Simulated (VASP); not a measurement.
# Se (Pm-3m) in VASP: a series of runs

Runs on Se. Level: PBE. Tasks: single point, relaxation of cell and atoms.

All numbers are computed with VASP 6.6.1; they aren't measurements. Logs are shortened: lines on timing, memory, paths and dates and some standing lists are left out, and cuts for length are marked.

## (1) The cell of the first run

Symmetry: Pm-3m, No. 221, cubic system. The conventional cell has a = 2.482 Å, b = 2.482 Å, c = 2.482 Å, α = 90.00°, β = 90.00°, γ = 90.00°. Within 3.3 Å of Se (site symmetry m-3m) lie 6 Se at 2.48 Å.

This isn't the form of Se at room conditions, which is trigonal, of chains.

## (2) Single point, PBE

The input, INCAR:

```
SYSTEM = Se
PREC = Accurate ; ENCUT = 520
EDIFF = 1E-6 ; ISMEAR = -1
SIGMA = 0.05 ; LREAL = .FALSE.
LASPH = .TRUE. ; NELM = 100
ALGO = Normal ; ISIF = 2
LWAVE = .FALSE. ; LCHARG = .TRUE.
GGA = PE ; LELF = .TRUE.
LVHAR = .TRUE. ; NBANDS = 9
```

The input, KPOINTS:

```
regular mesh
0
G
  15 15 15
  0 0 0
```

The input, POSCAR:

```
Se
1.0
    2.4822146258      0.0000000000      0.0000000000
    0.0000000000      2.4822146258      0.0000000000
    0.0000000000      0.0000000000      2.4822146258
Se
1
Direct
    0.0000000000      0.0000000000      0.0000000000
```

Potentials or basis: VASP PAW PBE potentials, release 64 (Se).

On the command line:

```
$ cat potpaw_PBE.64/Se/POTCAR > POTCAR
$ mpirun -np 1 vasp_std > vasp.out
```

OUTCAR:

```text
SYSTEM = Se
   PREC = Accurate
   ENCUT = 520
   EDIFF = 1E-6
   ISMEAR = -1
   LREAL = .FALSE.
   LASPH = .TRUE.
   NELM = 100
   ISIF = 2
   GGA = PE

 ion  position               nearest neighbor table
   1  0.000  0.000  0.000-

  LATTYP: Found a simple cubic cell.
 ALAT       =     2.4822146258

  Lattice vectors:

 A1 = (   2.4822146258,   0.0000000000,   0.0000000000)
 A2 = (   0.0000000000,   2.4822146258,   0.0000000000)
 A3 = (   0.0000000000,   0.0000000000,   2.4822146258)

Analysis of symmetry for initial positions (statically):
=====================================================================
 Subroutine PRICEL returns:
 Original cell was already a primitive cell.

 Routine SETGRP: Setting up the symmetry group for a
 simple cubic supercell.

 Subroutine GETGRP returns: Found 48 space group operations
 (whereof 48 operations were pure point group operations)
 out of a pool of 48 trial point group operations.

The static configuration has the point symmetry O_h .

Analysis of symmetry for dynamics (positions and initial velocities):
=====================================================================
 Subroutine PRICEL returns:
 Original cell was already a primitive cell.

 Routine SETGRP: Setting up the symmetry group for a
 simple cubic supercell.

 Subroutine GETGRP returns: Found 48 space group operations
 (whereof 48 operations were pure point group operations)
 out of a pool of 48 trial point group operations.

The dynamic configuration has the point symmetry O_h .

 Subroutine INISYM returns: Found 48 space group operations
 (whereof 48 operations are pure point group operations),
 and found     1 'primitive' translations

----------------------------------------------------------------------------------------

                                     Primitive cell

  volume of cell :      15.2939

  direct lattice vectors                    reciprocal lattice vectors
     2.482214626  0.000000000  0.000000000     0.402866049  0.000000000  0.000000000
     0.000000000  2.482214626  0.000000000     0.000000000  0.402866049  0.000000000
     0.000000000  0.000000000  2.482214626     0.000000000  0.000000000  0.402866049

  length of vectors
     2.482214626  2.482214626  2.482214626     0.402866049  0.402866049  0.402866049

  position of ions in fractional coordinates (direct lattice)
     0.000000000  0.000000000  0.000000000

  ion indices of the primitive-cell ions
[... 75 lines left out ...]
   LREAL  =      F    real-space projection
   EDIFFG = 0.1E-04   stopping-criterion for IOM
   NSW    =      0    number of steps for IOM
   IBRION =     -1    ionic relax: 0-MD 1-quasi-New 2-CG
   NFREE  =      0    steps in history (QN), initial steepest desc. (CG)
   ISIF   =      2    stress and relaxation
   ISYM   =      2    0-nonsym 1-usesym 2-fastsym
   POTIM  = 0.5000    time-step for ionic-motion
   TEBEG  =    0.0;   TEEND  =   0.0 temperature during run
   PSTRESS=    0.0 pullay stress
   NELECT =       6.0000    total number of electrons
   NUPDOWN=      -1.0000    fix difference up-down
   EMIN   =  10.00;   EMAX   =-10.00  energy-range for DOS
   EFERMI =   0.00;   METHOD = LEGACY
   ISMEAR =    -1;   SIGMA  =   0.05  broadening in eV -4-tet -1-fermi 0-gaus
   EFERMI_NEDOS =   21; number of points for ismear=-14 and -15
   IALGO  =     38    algorithm
   IMIX   =      4    mixing-type and parameters
     AMIX     =   0.40;   BMIX     =  1.00
     AMIX_MAG =   1.60;   BMIX_MAG =  1.00
  volume/ion in A,a.u.               =      15.29       103.21
  Fermi-wavevector in a.u.,A,eV,Ry     =   1.198448  2.264739 19.541748  1.436278
  Thomas-Fermi vector in A             =   2.334337
   LORBIT       =      0    0 simple, 1 ext, 2 COOP (PROOUT), +10 PAW based schemes
   GGA     = PE    functional components
   LHFCALC =     F    Hartree Fock is set to
   AEXX    =    0.0000 exact exchange contribution
   IVDW    =     0    specifies the selected vdW correction
   LEPSILON=     F    determine dielectric tensor
   LRPA    =     F    only Hartree local field effects (RPA)
 non-spin polarized calculation
  energy-cutoff  :      520.00
  volume of cell :       15.29
 maximum number of plane-waves:       437
   NGX =  9   NGY =  9   NGZ =  9

 number of electron       6.0000001 magnetization

 Free energy of the ion-electron system (eV)
  ---------------------------------------------------
  ext. energy  EPLUGINS =         0.00000000
  ---------------------------------------------------
  free energy    TOTEN  =        -2.26065642 eV

  energy without entropy =       -2.25862281  energy(sigma->0) =       -2.25963961

 E-fermi :  10.4787     XC(G=0): -11.7462

 val. band max:       10.4111394005   @ k =   0.2000   0.1333   0.1333
 cond. band min:      10.5042500874   @ k =   0.4667   0.4667   0.2667
 fundamental gap:      0.0931106869
 Fermi energy:        10.4786795546

 k-point     1 :       0.0000    0.0000    0.0000
  band No.  band energies     occupation
      1     -10.1129      2.00000
      2      12.3651      0.00000
      3      12.3651      0.00000
      4      12.3651      0.00000
      5      17.2484      0.00000
      6      17.2484      0.00000
      7      20.7141      0.00000
      8      36.9856      0.00000
      9      36.9856      0.00000
[... 265 lines left out ...]
 k-point    24 :       0.3333    0.2000    0.0000
  band No.  band energies     occupation
      1      -6.9426      2.00000
      2       2.8137      2.00000
      3       8.4149      2.00000
      4      14.9399      0.00000
      5      19.0816      0.00000
      6      21.7309      0.00000
      7      27.6272      0.00000
      8      27.9360      0.00000
      9      30.1168      0.00000

 [... further k-points ...]

------------------------ aborting loop because EDIFF is reached ----------------------------------------

  FORCE on cell =-STRESS in cart. coord.  units (eV):
  Direction    XX          YY          ZZ          XY          YZ          ZX
  --------------------------------------------------------------------------------------
  -------------------------------------------------------------------------------------
  Total        6.3637670      6.3637670      6.3637670     -0.0000000     -0.0000000      0.0000000
  in kB      666.6637857    666.6637857    666.6637857     -0.0000000     -0.0000000      0.0000000
  external PRESSURE =     666.6637857 kB  Pullay stress =       0.0000000 kB

 VOLUME and BASIS-vectors are now :
 -----------------------------------------------------------------------------
  energy-cutoff  :      520.00
  volume of cell :       15.29
      direct lattice vectors                 reciprocal lattice vectors
     2.482214626  0.000000000  0.000000000     0.402866049  0.000000000  0.000000000
     0.000000000  2.482214626  0.000000000     0.000000000  0.402866049  0.000000000
     0.000000000  0.000000000  2.482214626     0.000000000  0.000000000  0.402866049

 POSITION                                       TOTAL-FORCE (eV/Angst)
 -----------------------------------------------------------------------------------
      0.00000      0.00000      0.00000         0.000000      0.000000      0.000000
 -----------------------------------------------------------------------------------
    total drift:                               -0.000000     -0.000000     -0.000000

  FREE ENERGIE OF THE ION-ELECTRON SYSTEM (eV)
  ---------------------------------------------------
  free  energy   TOTEN  =        -2.2606564174 eV

  energy  without entropy=       -2.2586228109  energy(sigma->0) =       -2.25963961
```

stdout:

```text
POSCAR found type information on POSCAR Se
 POSCAR found :  1 types and       1 ions
 scaLAPACK will be used
 LDA part: xc-table for (Slater+PW92), standard interpolation
 POSCAR, INCAR and KPOINTS ok, starting setup
 FFT: planning ... GRIDC
 FFT: planning ... GRID_SOFT
 FFT: planning ... GRID
 WAVECAR not read
 entering main loop
```

Run time: 10 s. Hardware: 1 thread of Oxide Virtual Turin-like, shared host; peak memory 0.09 GiB.

What came out:

* Free energy: -2.2607 eV
* Pressure: 66.7 GPa
* Band gap on the k mesh: zero (bands 3 and 4 overlap by 9.53 eV)

Caveat: the cell stands under pressure.

## (3) Relaxation of cell and atoms, PBE, target pressure 66 GPa, at which the enthalpy is minimised

This run uses another cell than the first one, of 14.37 Å³/atom.

The input, INCAR:

```
SYSTEM = Se
PREC = Accurate ; ENCUT = 600
EDIFF = 1E-7 ; ISMEAR = -1
SIGMA = 0.05 ; LREAL = .FALSE.
LASPH = .TRUE. ; NELM = 100
ALGO = Normal ; ISIF = 3
LWAVE = .FALSE. ; LCHARG = .FALSE.
GGA = PE ; IBRION = 2
NSW = 60 ; EDIFFG = -0.005
PSTRESS = 660.0
```

The input, KPOINTS:

```
Automatic mesh
0
G
  15 15 15
  0 0 0
```

The input, POSCAR:

```
Se
1.0
    2.4310134034      0.0000000000      0.0000000000
    0.0000000000      2.4310134034      0.0000000000
    0.0000000000      0.0000000000      2.4310134034
Se
1
Direct
    0.0000000000      0.0000000000      0.0000000000
```

Potentials or basis: VASP PAW PBE potentials, release 64 (Se).

On the command line:

```
$ cat potpaw_PBE.64/Se/POTCAR > POTCAR
$ mpirun -np 1 vasp_std > vasp.out
```

It took 29 s on 1 thread of Oxide Virtual Turin-like, shared host; peak memory 0.11 GiB.

Results (log left out):

```yaml
Free_energy: -2.2736 eV
Relaxed_volume: 15.33 Å³/atom
Relaxed_cell: a = 2.484 Å, b = 2.484 Å, c = 2.484 Å, α = 90.00°, β = 90.00°, γ = 90.00°
Space_group_after_relaxing_to_0.1_Å: Pm-3m (No. 221)
Energy_change_on_relaxing_the_run_minimises_the_enthalpy: -452.4 meV/atom
Ionic_steps: 4
Pressure_after_relaxing: 66.0 GPa
Band_gap_on_the_k_mesh: zero (bands 3 and 4 overlap by 9.51 eV)
```

Step by step:
| step | energy change (eV) | largest force (eV/Å) | pressure (GPa) | volume (Å³) |
| --- | --- | --- | --- | --- |
| 1 | 0.0000 | 0.0000 | 86.16 | 14.37 |
| 2 | -1.2646 | 0.0000 | 22.94 | 18.46 |
| 3 | -0.4702 | 0.0000 | 65.16 | 15.37 |
| 4 | -0.4524 | 0.0000 | 66.03 | 15.33 |

Final structure:
```
Se
1.0
     2.48391    0.00000    0.00000
     0.00000    2.48391    0.00000
     0.00000    0.00000    2.48391
Se
1
Direct
  0.00000 0.00000 0.00000
```

Levels at points of the mesh, in eV from the Fermi level:
```
           k point  band 1  band 2  band 3  band 4  band 5  band 6  band 7
(0.00, 0.00, 0.00)  -20.56    1.89    1.89    1.89    6.78    6.78   10.22
```

Caveat: the cell is relaxed towards a set pressure, so the run minimises the enthalpy, not the energy.

## (4) Relaxation of cell and atoms, PBE, target pressure 66 GPa, at which the enthalpy is minimised

The input, INCAR:

```
SYSTEM = Se
PREC = Accurate ; ENCUT = 600
EDIFF = 1E-6 ; ISMEAR = -1
SIGMA = 0.05 ; LREAL = .FALSE.
LASPH = .TRUE. ; NELM = 100
ALGO = Normal ; ISIF = 3
LWAVE = .FALSE. ; LCHARG = .FALSE.
GGA = PE ; IBRION = 2
NSW = 32 ; EDIFFG = -0.005
PSTRESS = 660.0
```

The input, KPOINTS:

```
regular mesh
0
G
  15 15 15
  0 0 0
```

The input, POSCAR:

```
Se
1.0
    2.4822146258      0.0000000000      0.0000000000
    0.0000000000      2.4822146258      0.0000000000
    0.0000000000      0.0000000000      2.4822146258
Se
1
Direct
    0.0000000000      0.0000000000      0.0000000000
```

On the command line:

```
$ cat potpaw_PBE.64/Se/POTCAR > POTCAR
$ mpirun -np 1 vasp_std > vasp.out
```

It took 22 s on 1 thread of Oxide Virtual Turin-like, shared host; peak memory 0.1 GiB.

Results (log left out):

```yaml
Free_energy: -2.2741 eV
Relaxed_volume: 15.33 Å³/atom
Relaxed_cell: a = 2.484 Å, b = 2.484 Å, c = 2.484 Å, α = 90.00°, β = 90.00°, γ = 90.00°
Space_group_after_relaxing_to_0.1_Å: Pm-3m (No. 221)
Energy_change_on_relaxing_the_run_minimises_the_enthalpy: -13.4 meV/atom
Ionic_steps: 3
Pressure_after_relaxing: 66.0 GPa
Band_gap_on_the_k_mesh: zero (bands 3 and 4 overlap by 9.51 eV)
```

The path:
| step | energy change (eV) | largest force (eV/Å) | pressure (GPa) | volume (Å³) |
| --- | --- | --- | --- | --- |
| 1 | 0.0000 | 0.0000 | 66.66 | 15.29 |
| 2 | -0.0568 | 0.0000 | 63.88 | 15.43 |
| 3 | -0.0134 | 0.0000 | 65.99 | 15.33 |

Final structure:
```
Se
1.0
     2.48396    0.00000    0.00000
     0.00000    2.48396    0.00000
     0.00000    0.00000    2.48396
Se
1
Direct
  0.00000 0.00000 0.00000
```

Levels at points of the mesh, in eV from the Fermi level:
```tsv
k point	band 1	band 2	band 3	band 4	band 5	band 6	band 7
(0.00, 0.00, 0.00)	-20.56	1.89	1.89	1.89	6.78	6.78	10.22
```

Caveat: the cell is relaxed towards a set pressure, so the run minimises the enthalpy, not the energy.

## (5) Summary

```csv
task,cell,cutoff (eV),gap on the mesh (eV),pressure (GPa)
single point,"a = 2.482 Å, 1 atom",520,none,66.7
relaxation of cell and atoms,"relaxed to 66 GPa from a = 2.431 Å, 1 atom",600,none,66.0
relaxation of cell and atoms,"relaxed to 66 GPa from a = 2.482 Å, 1 atom",600,none,66.0
```

Alike in all rows: level PBE; potentials or basis VASP PAW PBE potentials, release 64 (Se); no spin polarisation; k mesh 15 × 15 × 15; smearing fermi-dirac 0.05 eV.

Caveats: the cell is relaxed towards a set pressure, so the run minimises the enthalpy, not the energy (at least some runs); the cell stands under pressure (at least some runs).

Total energies depend on the potentials used, so only differences within one code and one set of settings carry meaning.

The gap in the log of VASP goes by the Fermi energy; the results here count the filled bands.